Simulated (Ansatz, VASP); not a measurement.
## One calculation of Pb, two programs

```xyz
1
Lattice="0.0000 2.5203 2.5203 2.5203 0.0000 2.5203 2.5203 2.5203 0.0000" Properties=species:S:1:pos:R:3 pbc="T T T"
Pb    0.0000    0.0000    0.0000
```

Change from the starting cell: volume scaled by 1, PAW files.

Alike in both runs: task single point; functional PBE; k mesh 14 × 14 × 14; occupations fermi-dirac, width 0.05 eV; no spin polarisation.

|  | VASP | Ansatz |
| --- | --- | --- |
| version | VASP 6.6.1 | Ansatz 0.2.0 |
| potentials or method | VASP PAW PBE potentials, release 64 (Pb_d) | PAW with Ansatz's default frozen-core files, scalar-relativistic |
| plane-wave cutoff (eV) | 500 | 420 |
| valence electrons in the cell | 14 | 14 |

|  | VASP | Ansatz | Ansatz less VASP |
| --- | --- | --- | --- |
| pressure (GPa) | 0.0 | 0.0 | +0.05 |

Neither program's run includes spin-orbit coupling.
